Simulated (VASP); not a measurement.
# Al10ZnCu4 in VASP: a series of runs

Al10ZnCu4 is run at these levels: PBE+D3(BJ); tasks: single point.

Program: VASP 6.6.1. These are calculated values, not measurements. Logs are shortened: lines on timing, memory, paths and dates and some standing lists are left out, and cuts for length are marked.

## 1. The cell of the first run

The cell holds a slab with vacuum, 15 atoms: a = 4.810 Å, b = 4.855 Å, c = 27.435 Å, α = 90.00°, β = 90.00°, γ = 119.70°.

## 2. Single point, PBE+D3(BJ)

Contents of INCAR:

```
ALGO = Normal
DIPOL = 0.5 0.5 0.482
EDIFF = 1E-7
ENCUT = 520
GGA = PE
IDIPOL = 3
ISIF = 2
ISMEAR = 0
IVDW = 12
LASPH = True
LCHARG = False
LDIPOL = True
LREAL = Auto
LWAVE = False
NBANDS = 56
NELM = 100
PREC = Accurate
SIGMA = 0.1
```

Contents of KPOINTS:

```
k-points
0
Gamma
  7 7 1
```

Contents of POSCAR:

```
Al10ZnCu4
1.0
    4.8103827297      0.0000000000      0.0000000000
   -2.4051913649      4.2174816824      0.0000000000
    0.0000000000      0.0000000000     27.4349633647
Al Cu Zn
10 4 1
Direct
    0.4082048451      0.8164096901      0.3098236322
    0.0917951550      0.1835903099      0.3098236322
    0.7500000000      0.5000000000      0.3584641955
    0.2500000000      0.5000000000      0.4149095976
    0.9081294258      0.8162588515      0.4642695020
    0.5916997681      0.1833995362      0.4642416518
    0.2501362329      0.5002724657      0.5146471380
    0.7502054179      0.5004108357      0.5764467645
    0.4138508544      0.8277017088      0.6209001575
    0.0866132527      0.1732265055      0.6208482654
    0.7500000000      0.0000000000      0.3866868966
    0.2500000000      0.0000000000      0.3866868966
    0.2501183351      0.0002663580      0.5410431168
    0.7501480229      0.0002663580      0.5410431168
    0.2522655144      0.5045310288      0.7201072602
```

Potentials or basis: VASP PAW PBE potentials, release 64 (Al, Cu, Zn).

Started as:

```sh
> cat potpaw_PBE.64/Al/POTCAR potpaw_PBE.64/Cu/POTCAR potpaw_PBE.64/Zn/POTCAR > POTCAR
> mpirun -np 1 vasp_std > vasp.out
```

OUTCAR:

```text
EDIFF = 1E-7
   ENCUT = 520
   GGA = PE
   ISIF = 2
   ISMEAR = 0
   IVDW = 12
   LASPH = True
   LREAL = Auto
   NELM = 100
   PREC = Accurate
 IVDW          = 12

 ion  position               nearest neighbor table
   1  0.408  0.816  0.310-  11 2.55  12 2.55   2 2.67   2 2.86   2 2.86   3 3.06   3 3.06   3 3.18
                             4 3.18
   2  0.092  0.184  0.310-  12 2.55  11 2.55   1 2.67   1 2.86   1 2.86   3 3.06   3 3.06   3 3.18
                             4 3.18
   3  0.750  0.500  0.358-  12 2.55  12 2.55  11 2.55  11 2.55   4 2.86   4 2.86   2 3.06   1 3.06
                             1 3.06   2 3.06   2 3.18   1 3.18   6 3.19   5 3.19
   4  0.250  0.500  0.415-  11 2.55  11 2.55  12 2.55  12 2.55   7 2.74   3 2.86   3 2.86   5 3.07
                             5 3.07   6 3.07   6 3.07   1 3.18   2 3.18   6 3.18   5 3.19
   5  0.908  0.816  0.464-  13 2.55  14 2.55  12 2.56  11 2.56   6 2.67   6 2.86   6 2.86   4 3.07
                             4 3.07   7 3.08   7 3.08   4 3.19   3 3.19   7 3.20   8 3.35
   6  0.592  0.183  0.464-  13 2.55  14 2.55  12 2.56  11 2.56   5 2.67   5 2.86   5 2.86   4 3.07
                             4 3.07   7 3.08   7 3.08   4 3.18   3 3.19   7 3.20   8 3.36
   7  0.250  0.500  0.515-  13 2.53  14 2.53  14 2.53  13 2.53   4 2.74   8 2.94   8 2.94   5 3.08
                             5 3.08   6 3.08   6 3.08   6 3.20   5 3.20  10 3.22   9 3.23
   8  0.750  0.500  0.576-  13 2.61  14 2.61  14 2.62  13 2.62   7 2.94   7 2.94  10 3.03  10 3.03
                             9 3.03   9 3.03  10 3.09   9 3.09   5 3.35   6 3.36
   9  0.414  0.828  0.621-  14 2.60  13 2.60  10 2.76  10 2.81  10 2.81   8 3.03   8 3.03  15 3.04
                             8 3.09   7 3.23
  10  0.087  0.173  0.621-  14 2.60  13 2.60   9 2.76   9 2.81   9 2.81   8 3.03   8 3.03  15 3.06
                             8 3.09   7 3.22
  11  0.750  0.000  0.387-  12 2.41  12 2.41   4 2.55   4 2.55   3 2.55   3 2.55   1 2.55   2 2.55
                             6 2.56   5 2.56
  12  0.250  0.000  0.387-  11 2.41  11 2.41   4 2.55   4 2.55   3 2.55   3 2.55   2 2.55   1 2.55
                             6 2.56   5 2.56
  13  0.250  0.000  0.541-  14 2.41  14 2.41   7 2.53   7 2.53   6 2.55   5 2.55  10 2.60   9 2.60
                             8 2.61   8 2.62
  14  0.750  0.000  0.541-  13 2.41  13 2.41   7 2.53   7 2.53   6 2.55   5 2.55  10 2.60   9 2.60
                             8 2.61   8 2.62
  15  0.252  0.505  0.720-   9 3.04  10 3.06

  LATTYP: Found a base centered orthorhombic cell.
 ALAT       =     4.8103827297
 B/A-ratio  =     1.7534911126
 C/A-ratio  =     5.7032807796

  Lattice vectors:

 A1 = (   2.4051913649,  -4.2174816824,   0.0000000000)
 A2 = (   2.4051913648,   4.2174816824,   0.0000000000)
 A3 = (   0.0000000000,   0.0000000000,  27.4349633647)

Analysis of symmetry for initial positions (statically):
=====================================================================
 Subroutine PRICEL returns:
 Original cell was already a primitive cell.

 Routine SETGRP: Setting up the symmetry group for a
 base centered orthorhombic supercell.

 Subroutine GETGRP returns: Found  2 space group operations
 (whereof  2 operations were pure point group operations)
 out of a pool of  8 trial point group operations.

The static configuration has the point symmetry C_1h.

Analysis of symmetry for dynamics (positions and initial velocities):
=====================================================================
 Subroutine PRICEL returns:
 Original cell was already a primitive cell.

 Routine SETGRP: Setting up the symmetry group for a
 base centered orthorhombic supercell.

 Subroutine GETGRP returns: Found  2 space group operations
 (whereof  2 operations were pure point group operations)
 out of a pool of  8 trial point group operations.

The dynamic configuration has the point symmetry C_1h.

 Subroutine INISYM returns: Found  2 space group operations
 (whereof  2 operations are pure point group operations),
 and found     1 'primitive' translations

----------------------------------------------------------------------------------------

                                     Primitive cell

  volume of cell :     556.5923

  direct lattice vectors                    reciprocal lattice vectors
     4.810382730  0.000000000  0.000000000     0.207883667  0.118554160  0.000000000
    -2.405191365  4.217481682  0.000000000     0.000000000  0.237108321  0.000000000
     0.000000000  0.000000000 27.434963365     0.000000000  0.000000000  0.036449839

  length of vectors
[... 69 lines left out ...]
  0.000000  0.142857  0.000000      2.000000
  0.142857  0.142857  0.000000      4.000000
[... 8 lines left out ...]
  0.000000  0.428571  0.000000      2.000000
  0.142857  0.428571  0.000000      2.000000
   k-points           NKPTS =     16   k-points in BZ     NKDIM =     16   number of bands    NBANDS=     56
   number of dos      NEDOS =    301   number of ions     NIONS =     15
   total plane-waves  NPLWV = 272160
   dimension x,y,z NGX =    36 NGY =   36 NGZ =  210
   dimension x,y,z NGXF=    72 NGYF=   72 NGZF=  420
   ions per type =              10   4   1
   NGX,Y,Z   is equivalent  to a cutoff of  12.44, 12.33, 12.73 a.u.
   NGXF,Y,Z  is equivalent  to a cutoff of  24.88, 24.65, 25.45 a.u.
 SYSTEM =  unknown system
   PREC   = accura    normal or accurate (medium, high low for compatibility)
   ISTART =      0    job   : 0-new  1-cont  2-samecut
   ICHARG =      2    charge: 1-file 2-atom 10-const
   ISPIN  =      1    spin polarized calculation?
   LNONCOLLINEAR =      F non collinear calculations
   LSORBIT =      F    spin-orbit coupling
   LASPH  =      T    aspherical Exc in radial PAW
   ENCUT  =  520.0 eV  38.22 Ry    6.18 a.u.   8.94  9.03 51.01*2*pi/ulx,y,z
   NELM   =    100;   NELMIN=  2; NELMDL= -5     # of ELM steps
   EDIFF  = 0.1E-06   stopping-criterion for ELM
   LREAL  =      T    real-space projection
   EDIFFG = 0.1E-05   stopping-criterion for IOM
   NSW    =      0    number of steps for IOM
   IBRION =     -1    ionic relax: 0-MD 1-quasi-New 2-CG
   NFREE  =      0    steps in history (QN), initial steepest desc. (CG)
   ISIF   =      2    stress and relaxation
   ISYM   =      2    0-nonsym 1-usesym 2-fastsym
   POTIM  = 0.5000    time-step for ionic-motion
   TEBEG  =    0.0;   TEEND  =   0.0 temperature during run
   PSTRESS=    0.0 pullay stress
   NELECT =      86.0000    total number of electrons
   NUPDOWN=      -1.0000    fix difference up-down
   EMIN   =  10.00;   EMAX   =-10.00  energy-range for DOS
   EFERMI =   0.00;   METHOD = LEGACY
   ISMEAR =     0;   SIGMA  =   0.10  broadening in eV -4-tet -1-fermi 0-gaus
   EFERMI_NEDOS =   21; number of points for ismear=-14 and -15
   IALGO  =     38    algorithm
   IMIX   =      4    mixing-type and parameters
     AMIX     =   0.40;   BMIX     =  1.00
     AMIX_MAG =   1.60;   BMIX_MAG =  1.00
  volume/ion in A,a.u.               =      37.11       250.40
  Fermi-wavevector in a.u.,A,eV,Ry     =   0.878473  1.660074 10.499825  0.771715
  Thomas-Fermi vector in A             =   1.998565
   LORBIT       =      0    0 simple, 1 ext, 2 COOP (PROOUT), +10 PAW based schemes
   GGA     = PE    functional components
   LHFCALC =     F    Hartree Fock is set to
   AEXX    =    0.0000 exact exchange contribution
   IVDW    =    12    specifies the selected vdW correction
   LEPSILON=     F    determine dielectric tensor
   LRPA    =     F    only Hartree local field effects (RPA)
 non-spin polarized calculation
 Gauss-broadening in eV      SIGMA  =   0.10
  energy-cutoff  :      520.00
  volume of cell :      556.59
 maximum number of plane-waves:     15055
   NGX = 17   NGY = 19   NGZ =103

 dipolmoment           0.000000      0.000000      0.390319 electrons x Angstroem

 number of electron      86.0000061 magnetization

 dipolmoment           0.000000      0.000000     -0.007897 electrons x Angstroem

 Free energy of the ion-electron system (eV)
  ---------------------------------------------------
  ext. energy  EPLUGINS =         0.00000000
  ---------------------------------------------------
  free energy    TOTEN  =       -51.96103525 eV

  energy without entropy =      -51.92375051  energy(sigma->0) =      -51.94239288

 E-fermi :   0.6201     XC(G=0):  -5.2980

 val. band max:        0.6167933332   @ k =  -0.2857   0.1429   0.0000
 cond. band min:       0.6259217731   @ k =   0.0000   0.1429   0.0000
 fundamental gap:      0.0091284400
 Fermi energy:         0.6200775558

 k-point     1 :       0.0000    0.0000    0.0000
  band No.  band energies     occupation
      1     -10.1647      2.00000
      2      -9.2586      2.00000
      3      -7.7436      2.00000
      4      -6.0822      2.00000
      5      -5.6314      2.00000
      6      -5.6280      2.00000
[... 917 lines left out ...]
     54       4.3138      0.00000
     55       4.3835      0.00000
 [bands above 55 left out]

------------------------ aborting loop because EDIFF is reached ----------------------------------------

 vacuum level on the upper side and lower side of the slab       (xc-potential included)        -0.128        -0.043

 Edisp (eV)   -4.75309

 E8    (eV) :    -2.1491

  FORCE on cell =-STRESS in cart. coord.  units (eV):
  Direction    XX          YY          ZZ          XY          YZ          ZX
  --------------------------------------------------------------------------------------
  -------------------------------------------------------------------------------------
  Total      -6.87780    -6.48868     1.03830     0.00000    -0.01237     0.00000
  in kB     -19.79807   -18.67798     2.98880     0.00000    -0.03561     0.00000
  external pressure =      -11.83 kB  Pullay stress =        0.00 kB

 VOLUME and BASIS-vectors are now :
 -----------------------------------------------------------------------------
  energy-cutoff  :      520.00
  volume of cell :      556.59
      direct lattice vectors                 reciprocal lattice vectors
     4.810382730  0.000000000  0.000000000     0.207883667  0.118554160  0.000000000
    -2.405191365  4.217481682  0.000000000     0.000000000  0.237108321  0.000000000
     0.000000000  0.000000000 27.434963365     0.000000000  0.000000000  0.036449839

 POSITION                                       TOTAL-FORCE (eV/Angst)
 -----------------------------------------------------------------------------------
      0.00000      3.44319      8.50000        -0.000000      0.189889     -0.228598
      0.00000      0.77429      8.50000         0.000000     -0.188691     -0.229329
      2.40519      2.10874      9.83445        -0.000000      0.000305     -0.160594
     -0.00000      2.10874     11.38303        -0.000000      0.000410      0.062302
      2.40519      3.44256     12.73722         0.000000     -0.005072     -0.004380
      2.40519      0.77348     12.73645        -0.000000      0.008821     -0.002274
      0.00000      2.10989     14.11933         0.000000     -0.001450     -0.013726
      2.40519      2.11047     15.81480         0.000000     -0.003105      0.010568
     -0.00000      3.49082     17.03437         0.000000     -0.011673      0.035753
     -0.00000      0.73058     17.03295        -0.000000      0.012323      0.040542
      3.60779      0.00000     10.60874         0.001209     -0.000084      0.270882
      1.20260      0.00000     10.60874        -0.001209     -0.000084      0.270882
      1.20252      0.00112     14.84350         0.001108      0.000782      0.003238
      3.60786      0.00112     14.84350        -0.001108      0.000782      0.003238
     -0.00000      2.12785     19.75612         0.000000     -0.003152     -0.058505
 -----------------------------------------------------------------------------------
    total drift:                               -0.000002     -0.005011     -0.016141

  FREE ENERGIE OF THE ION-ELECTRON SYSTEM (eV)
  ---------------------------------------------------
  free  energy   TOTEN  =       -56.7141236985 eV

  energy  without entropy=      -56.6768389635  energy(sigma->0) =      -56.69548133

 vacuum level on the upper side and lower side of the slab         4.885         4.968
```

Run time: 12 min. Hardware: 1 thread of Intel Xeon 6975P-C (Granite Rapids), shared host; peak memory 0.75 GiB.

What came out:

* Free energy: -56.7141 eV
* Largest force: 0.297 eV/Å
* Band gap on the k mesh: zero (bands 43 and 44 overlap by 0.77 eV)
* Dispersion energy per atom: -0.317 eV

Forces in eV/Å, atoms in the order of the input:
```
Al   0.000  0.190 -0.229
Al   0.000 -0.189 -0.229
Al   0.000  0.000 -0.161
Al   0.000  0.000  0.062
Al   0.000 -0.005 -0.004
Al   0.000  0.009 -0.002
Al   0.000 -0.001 -0.014
Al   0.000 -0.003  0.011
Al   0.000 -0.012  0.036
Al   0.000  0.012  0.041
Cu   0.001  0.000  0.271
Cu  -0.001  0.000  0.271
Cu   0.001  0.001  0.003
Cu  -0.001  0.001  0.003
Zn   0.000 -0.003 -0.059
```

Levels at points of the mesh, in eV from the Fermi level:
```
           k point  band 39  band 40  band 41  band 42  band 43  band 44  band 45  band 46  band 47  band 48
(0.00, 0.00, 0.00)    -1.19    -1.07    -0.91    -0.76    -0.63    -0.51    -0.40     0.49     0.57     0.84
```

(Part 1 of 2 ends here.)

The gap in the log of VASP goes by the Fermi energy; the results here count the filled bands.